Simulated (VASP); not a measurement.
# RbBr in VASP: notebook, part 2 of 2

VASP 6.6.1. The steps go on from the part before.

### Step 4. Single point, r2SCAN (strain -2.5%)

The input, POSCAR:

```
RbBr
1.0
    0.0000000000      3.3743054546      3.3743054546
    3.3743054546      0.0000000000      3.3743054546
    3.3743054546      3.3743054546      0.0000000000
Rb Br
1 1
Direct
    0.0000000000      0.0000000000      0.0000000000
    0.5000000000      0.5000000000      0.5000000000
```

The input, INCAR.step1:

```
PREC = Accurate ; ENCUT = 520
ISMEAR = 0 ; SIGMA = 0.01
LREAL = F ; LASPH = T
NELM = 100 ; NBANDS = 15
GGA = PE ; ALGO = Normal
EDIFF = 1E-4 ; LWAVE = T
LCHARG = F
```

The input, INCAR.step2:

```
PREC = Accurate ; ENCUT = 520
EDIFF = 1E-6 ; ISMEAR = 0
SIGMA = 0.01 ; LREAL = F
LASPH = T ; NELM = 100
ALGO = Normal ; ISIF = 2
LWAVE = F ; LCHARG = T
METAGGA = R2SCAN ; LMIXTAU = T
LELF = T ; LVHAR = T
NBANDS = 15 ; ISTART = 1
```

The input, KPOINTS:

```
regular mesh
0
Gamma
  6 6 6
```

Potentials or basis: VASP PAW PBE potentials, release 64 (Rb_sv, Br).

Started as:

```console
cat potpaw_PBE.64/Rb_sv/POTCAR potpaw_PBE.64/Br/POTCAR > POTCAR
cp INCAR.step1 INCAR
mpirun -np 1 vasp_std > vasp.out
cp INCAR.step2 INCAR
mpirun -np 1 vasp_std > vasp.out
```

OUTCAR:

```text
PREC = Accurate
   ENCUT = 520
   EDIFF = 1E-6
   ISMEAR = 0
   LREAL = F
   LASPH = T
   NELM = 100
   ISIF = 2
   METAGGA = R2SCAN
   ISTART = 1

 ion  position               nearest neighbor table
   1  0.000  0.000  0.000-   2 3.37   2 3.37   2 3.37   2 3.37   2 3.37   2 3.37
   2  0.500  0.500  0.500-   1 3.37   1 3.37   1 3.37   1 3.37   1 3.37   1 3.37

  LATTYP: Found a face centered cubic cell.
 ALAT       =     6.7486109092

  Lattice vectors:

 A1 = (   0.0000000000,   3.3743054546,   3.3743054546)
 A2 = (   3.3743054546,   0.0000000000,   3.3743054546)
 A3 = (   3.3743054546,   3.3743054546,   0.0000000000)

Analysis of symmetry for initial positions (statically):
=====================================================================
 Subroutine PRICEL returns:
 Original cell was already a primitive cell.

 Routine SETGRP: Setting up the symmetry group for a
 face centered cubic supercell.

 Subroutine GETGRP returns: Found 48 space group operations
 (whereof 48 operations were pure point group operations)
 out of a pool of 48 trial point group operations.

The static configuration has the point symmetry O_h .

Analysis of symmetry for dynamics (positions and initial velocities):
=====================================================================
 Subroutine PRICEL returns:
 Original cell was already a primitive cell.

 Routine SETGRP: Setting up the symmetry group for a
 face centered cubic supercell.

 Subroutine GETGRP returns: Found 48 space group operations
 (whereof 48 operations were pure point group operations)
 out of a pool of 48 trial point group operations.

The dynamic configuration has the point symmetry O_h .

 Subroutine INISYM returns: Found 48 space group operations
 (whereof 48 operations are pure point group operations),
 and found     1 'primitive' translations

----------------------------------------------------------------------------------------

                                     Primitive cell

  volume of cell :      76.8393

  direct lattice vectors                    reciprocal lattice vectors
     0.000000000  3.374305455  3.374305455    -0.148178642  0.148178642  0.148178642
     3.374305455  0.000000000  3.374305455     0.148178642 -0.148178642  0.148178642
     3.374305455  3.374305455  0.000000000     0.148178642  0.148178642 -0.148178642

  length of vectors
     4.771988537  4.771988537  4.771988537     0.256652937  0.256652937  0.256652937

  position of ions in fractional coordinates (direct lattice)
     0.000000000  0.000000000  0.000000000
     0.500000000  0.500000000  0.500000000

  ion indices of the primitive-cell ions
   primitive index   ion index
                 1           1
                 2           2

----------------------------------------------------------------------------------------

 KPOINTS: regular mesh

Automatic generation of k-mesh.
 Grid dimensions read from file:
 generate k-points for:    6    6    6

 Generating k-lattice:

  Cartesian coordinates                     Fractional coordinates (reciprocal lattice)
[... 31 lines left out ...]
 -0.333333  0.333333  0.166667     24.000000
 -0.333333  0.500000  0.166667     12.000000
   k-points           NKPTS =     16   k-points in BZ     NKDIM =     16   number of bands    NBANDS=     15
   number of dos      NEDOS =    301   number of ions     NIONS =      2
   total plane-waves  NPLWV =  46656
   dimension x,y,z NGX =    36 NGY =   36 NGZ =   36
   dimension x,y,z NGXF=    72 NGYF=   72 NGZF=   72
   ions per type =               1   1
   NGX,Y,Z   is equivalent  to a cutoff of  12.54, 12.54, 12.54 a.u.
   NGXF,Y,Z  is equivalent  to a cutoff of  25.08, 25.08, 25.08 a.u.
 SYSTEM =  unknown system
   PREC   = accura    normal or accurate (medium, high low for compatibility)
   ISTART =      1    job   : 0-new  1-cont  2-samecut
   ICHARG =      0    charge: 1-file 2-atom 10-const
   ISPIN  =      1    spin polarized calculation?
   LNONCOLLINEAR =      F non collinear calculations
   LSORBIT =      F    spin-orbit coupling
   LASPH  =      T    aspherical Exc in radial PAW
   ENCUT  =  520.0 eV  38.22 Ry    6.18 a.u.   8.87  8.87  8.87*2*pi/ulx,y,z
   NELM   =    100;   NELMIN=  2; NELMDL=  0     # of ELM steps
   EDIFF  = 0.1E-05   stopping-criterion for ELM
   LREAL  =      F    real-space projection
   EDIFFG = 0.1E-04   stopping-criterion for IOM
   NSW    =      0    number of steps for IOM
   IBRION =     -1    ionic relax: 0-MD 1-quasi-New 2-CG
   NFREE  =      0    steps in history (QN), initial steepest desc. (CG)
   ISIF   =      2    stress and relaxation
   ISYM   =      2    0-nonsym 1-usesym 2-fastsym
   POTIM  = 0.5000    time-step for ionic-motion
   TEBEG  =    0.0;   TEEND  =   0.0 temperature during run
   PSTRESS=    0.0 pullay stress
   NELECT =      16.0000    total number of electrons
   NUPDOWN=      -1.0000    fix difference up-down
   EMIN   =  10.00;   EMAX   =-10.00  energy-range for DOS
   EFERMI =   0.00;   METHOD = LEGACY
   ISMEAR =     0;   SIGMA  =   0.01  broadening in eV -4-tet -1-fermi 0-gaus
   EFERMI_NEDOS =   21; number of points for ismear=-14 and -15
   IALGO  =     38    algorithm
   IMIX   =      4    mixing-type and parameters
     AMIX     =   0.40;   BMIX     =  1.00
     AMIX_MAG =   1.60;   BMIX_MAG =  1.00
  volume/ion in A,a.u.               =      38.42       259.27
  Fermi-wavevector in a.u.,A,eV,Ry     =   0.970332  1.833662 12.810491  0.941545
  Thomas-Fermi vector in A             =   2.100459
   LORBIT       =      0    0 simple, 1 ext, 2 COOP (PROOUT), +10 PAW based schemes
   METAGGA = R2SCAN    functional components
   LHFCALC =     F    Hartree Fock is set to
   AEXX    =    0.0000 exact exchange contribution
   IVDW    =     0    specifies the selected vdW correction
   LEPSILON=     F    determine dielectric tensor
   LRPA    =     F    only Hartree local field effects (RPA)
 non-spin polarized calculation
 Gauss-broadening in eV      SIGMA  =   0.01
  energy-cutoff  :      520.00
  volume of cell :       76.84
 maximum number of plane-waves:      2090
   NGX = 17   NGY = 17   NGZ = 17

 number of electron      16.0000002 magnetization

 Free energy of the ion-electron system (eV)
  ---------------------------------------------------
  ext. energy  EPLUGINS =         0.00000000
  ---------------------------------------------------
  free energy    TOTEN  =       -31.13089001 eV

  energy without entropy =      -31.13089001  energy(sigma->0) =      -31.13089001

 E-fermi :  -1.9273     XC(G=0):  -7.8338

 val. band max:       -1.9769999974   @ k =   0.0000   0.0000   0.0000
 cond. band min:       3.1201369856   @ k =   0.0000   0.0000   0.0000
 fundamental gap:      5.0971369831
 Fermi energy:        -1.9272673500

 k-point     1 :       0.0000    0.0000    0.0000
  band No.  band energies     occupation
      1     -27.0366      2.00000
      2     -14.6401      2.00000
      3     -10.5699      2.00000
      4     -10.5699      2.00000
      5     -10.5699      2.00000
      6      -1.9770      2.00000
      7      -1.9770      2.00000
      8      -1.9770      2.00000
      9       3.1201      0.00000
     10       5.9075      0.00000
     11       5.9075      0.00000
     12       5.9075      0.00000
     13       7.0124      0.00000
     14       7.0124      0.00000
[... 257 lines left out ...]
      2     -14.6048      2.00000
      3     -10.7555      2.00000
      4     -10.6892      2.00000
      5     -10.5704      2.00000
      6      -2.4183      2.00000
      7      -2.4102      2.00000
      8      -2.2498      2.00000
      9       4.7951      0.00000
     10       6.6372      0.00000
     11       6.9369      0.00000
     12       8.0249      0.00000
     13       9.0391      0.00000
     14       9.8485      0.00000
     15      10.3743      0.00000

------------------------ aborting loop because EDIFF is reached ----------------------------------------

  FORCE on cell =-STRESS in cart. coord.  units (eV):
  Direction    XX          YY          ZZ          XY          YZ          ZX
  --------------------------------------------------------------------------------------
  -------------------------------------------------------------------------------------
  Total        0.6489871      0.6489871      0.6489871      0.0000000      0.0000000     -0.0000000
  in kB       13.5320463     13.5320463     13.5320463      0.0000000      0.0000000     -0.0000000
  external PRESSURE =      13.5320463 kB  Pullay stress =       0.0000000 kB

 VOLUME and BASIS-vectors are now :
 -----------------------------------------------------------------------------
  energy-cutoff  :      520.00
  volume of cell :       76.84
      direct lattice vectors                 reciprocal lattice vectors
     0.000000000  3.374305455  3.374305455    -0.148178642  0.148178642  0.148178642
     3.374305455  0.000000000  3.374305455     0.148178642 -0.148178642  0.148178642
     3.374305455  3.374305455  0.000000000     0.148178642  0.148178642 -0.148178642

 POSITION                                       TOTAL-FORCE (eV/Angst)
 -----------------------------------------------------------------------------------
      0.00000      0.00000      0.00000        -0.000000     -0.000000     -0.000000
      3.37431      3.37431      3.37431         0.000000      0.000000      0.000000
 -----------------------------------------------------------------------------------
    total drift:                                0.000000      0.000000      0.000000

  FREE ENERGIE OF THE ION-ELECTRON SYSTEM (eV)
  ---------------------------------------------------
  free  energy   TOTEN  =       -31.1308900132 eV

  energy  without entropy=      -31.1308900132  energy(sigma->0) =      -31.13089001
```

OSZICAR.step1:

```text
N       E                     dE             d eps       ncg     rms          rms(c)
DAV:   1     0.797933087792E+02    0.79793E+02   -0.67501E+03   480   0.921E+02
DAV:   2    -0.871646969109E+00   -0.80665E+02   -0.74498E+02   637   0.161E+02
DAV:   3    -0.612437174748E+01   -0.52527E+01   -0.52321E+01   642   0.427E+01
DAV:   4    -0.627124159249E+01   -0.14687E+00   -0.14685E+00   698   0.652E+00
DAV:   5    -0.627207984815E+01   -0.83826E-03   -0.83825E-03   649   0.511E-01    0.318E+00
DAV:   6    -0.606726969011E+01    0.20481E+00   -0.25259E-01   585   0.235E+00    0.214E+00
DAV:   7    -0.605263493901E+01    0.14635E-01   -0.12254E-01   627   0.174E+00    0.102E+00
DAV:   8    -0.606347357759E+01   -0.10839E-01   -0.13058E-02   503   0.674E-01    0.971E-02
DAV:   9    -0.606388493370E+01   -0.41136E-03   -0.53783E-04   649   0.123E-01    0.661E-02
DAV:  10    -0.606429072502E+01   -0.40579E-03   -0.53099E-04   494   0.126E-01    0.233E-02
DAV:  11    -0.606429300163E+01   -0.22766E-05   -0.22920E-05   464   0.276E-02
   1 F= -.60642930E+01 E0= -.60642930E+01  d E =-.814397E-72
```

Run time: 3.5 min. Hardware: 1 thread of AMD EPYC 7R13, shared host; peak memory 0.19 GiB.

Results:

| Property | Result |
| --- | --- |
| Free energy | -31.1309 eV |
| Pressure | 1.4 GPa |
| Band gap on the k mesh | 5.10 eV |

Levels at points of the mesh, in eV from the valence-band top:
```
           k point  band 4  band 5  band 6  band 7  band 8  band 9  band 10  band 11  band 12  band 13
(0.00, 0.00, 0.00)   -8.59   -8.59    0.00    0.00    0.00    5.10     7.88     7.88     7.88     8.99
(0.50, 0.00, 0.00)   -8.60   -8.52   -1.05   -0.39   -0.39    7.41     8.44    10.36    10.36    11.01
(0.50, 0.50, 0.00)   -8.68   -8.68   -0.49   -0.16   -0.16    6.00     8.14     9.97    10.14    10.54
```

Caveat: the cell differs from its parent crystal (strain -2.5%); the PAW data sets were made with another functional, which shifts forces and pressure a little.

### Step 5. Single point, r2SCAN

The input, POSCAR:

```
RbBr
1.0
    0.0000000000      3.4608261073      3.4608261073
    3.4608261073      0.0000000000      3.4608261073
    3.4608261073      3.4608261073      0.0000000000
Rb Br
1 1
Direct
    0.0000000000      0.0000000000      0.0000000000
    0.5000000000      0.5000000000      0.5000000000
```

The input, INCAR.step1:

```
SYSTEM = RbBr
  PREC = Accurate
  ENCUT = 520
  ISMEAR = 0
  SIGMA = 0.01
  LREAL = .False.
  LASPH = .True.
  NELM = 100
  NBANDS = 15
  GGA = PE
  ALGO = Normal
  EDIFF = 1E-4
  LWAVE = .True.
  LCHARG = .False.
```

The input, INCAR.step2:

```
SYSTEM = RbBr
  PREC = Accurate
  ENCUT = 520
  EDIFF = 1E-7
  ISMEAR = 0
  SIGMA = 0.01
  LREAL = .False.
  LASPH = .True.
  NELM = 100
  ALGO = Normal
  ISIF = 2
  LWAVE = .False.
  LCHARG = .False.
  METAGGA = R2SCAN
  LMIXTAU = .True.
  NBANDS = 15
  ISTART = 1
```

The input, KPOINTS:

```
regular mesh
0
Gamma
  6 6 6
  0 0 0
```

Started as:

```console
cat potpaw_PBE.64/Rb_sv/POTCAR potpaw_PBE.64/Br/POTCAR > POTCAR
cp INCAR.step1 INCAR
mpirun -np 1 vasp_std > vasp.out
cp INCAR.step2 INCAR
mpirun -np 1 vasp_std > vasp.out
```

Run time: 3.1 min. Hardware: 1 thread of AMD EPYC 7R13, shared host; peak memory 0.19 GiB.

The run converged. Its results:

- Free energy: -31.1557 eV
- Pressure: 0.0 GPa
- Band gap on the k mesh: 4.89 eV

Levels at points of the mesh, in eV from the valence-band top:
```csv
k point,band 4,band 5,band 6,band 7,band 8,band 9,band 10,band 11,band 12,band 13
"(0.00, 0.00, 0.00)",-8.75,-8.75,0.00,0.00,0.00,4.89,7.87,7.87,7.87,8.92
"(0.50, 0.00, 0.00)",-8.75,-8.70,-0.92,-0.32,-0.32,7.22,8.17,10.14,10.14,10.76
"(0.50, 0.50, 0.00)",-8.81,-8.81,-0.47,-0.16,-0.16,6.09,7.84,9.57,10.00,10.23
```

Caveat: the PAW data sets were made with another functional, which shifts forces and pressure a little.

### Step 6. Single point, PBE (epitaxial xy strain -1.5%)

The input, INCAR:

```
SYSTEM = RbBr
  PREC = Accurate
  ENCUT = 520
  EDIFF = 1E-6
  ISMEAR = -1
  SIGMA = 0.02
  LREAL = .False.
  LASPH = .True.
  NELM = 100
  ALGO = Normal
  ISIF = 2
  LWAVE = .False.
  LCHARG = .False.
  GGA = PE
  NBANDS = 15
```

The input, KPOINTS:

```
Automatic mesh
0
Gamma
  6 6 6
  0 0 0
```

The input, POSCAR:

```
RbBr
1.0
    0.0000000000      3.4089137157      3.4749919312
    3.4089137157      0.0000000000      3.4749919312
    3.4089137157      3.4089137157      0.0000000000
Rb Br
1 1
Direct
    0.0000000000      0.0000000000      0.0000000000
    0.5000000000      0.5000000000      0.5000000000
```

Potentials or basis: VASP PAW PBE potentials, release 64 (Rb_sv, Br).

Started as:

```console
cat potpaw_PBE.64/Rb_sv/POTCAR potpaw_PBE.64/Br/POTCAR > POTCAR
mpirun -np 1 vasp_std > vasp.out
```

Wall time 74 s (1 thread of AMD EPYC 7R13, shared host); peak memory 0.19 GiB.

The run converged. Its results:

* Free energy: -6.0970 eV
* Pressure: 1.0 GPa
* Band gap on the k mesh: 4.35 eV

Stress tensor (GPa, compression positive):
```
1.19 0.00 0.00
0.00 1.19 0.00
0.00 0.00 0.58
```

Levels at points of the mesh, in eV from the valence-band top:
| k point | band 6 | band 7 | band 8 | band 9 | band 10 | band 11 |
| --- | --- | --- | --- | --- | --- | --- |
| (0.00, 0.00, 0.00) | -0.02 | 0.00 | 0.00 | 4.35 | 7.20 | 7.31 |
| (0.50, 0.00, 0.00) | -0.99 | -0.36 | -0.36 | 6.80 | 7.70 | 9.46 |
| (0.50, 0.50, 0.00) | -0.50 | -0.15 | -0.15 | 5.62 | 7.10 | 9.13 |
| (0.50, 0.00, 0.50) | -0.47 | -0.18 | -0.17 | 5.60 | 7.12 | 9.20 |

Caveat: the cell differs from its parent crystal (epitaxial xy strain -1.5%).

### Step 7. Summary

```tsv
level	cell	k mesh	smearing	gap on the mesh (eV)	pressure (GPa)
PBE	a = 4.894 Å, angles 60.0°, 2 atoms	6 × 6 × 6	fermi-dirac 0.02 eV	4.29	0.6
PBE	a = 4.895, b = 4.895, c = 4.956 Å, angles 59.6, 59.6, 59.2°, 2 atoms	4 × 4 × 4	gaussian 0.01 eV	4.27	0.6
r2SCAN	a = 4.772 Å, angles 60.0°, 2 atoms	6 × 6 × 6	gaussian 0.01 eV	5.10	1.4
r2SCAN	a = 4.894 Å, angles 60.0°, 2 atoms	6 × 6 × 6	gaussian 0.01 eV	4.89	0.0
PBE	a = 4.868, b = 4.868, c = 4.821 Å, angles 60.3, 60.3, 59.4°, 2 atoms	6 × 6 × 6	fermi-dirac 0.02 eV	4.35	1.0
```

Alike in all rows: task single point; potentials or basis VASP PAW PBE potentials, release 64 (Rb_sv, Br); no spin polarisation; cutoff (eV) 520.

Caveats: the PAW data sets were made with another functional, which shifts forces and pressure a little (at least some runs).

Total energies depend on the potentials used, so only differences within one code and one set of settings carry meaning.
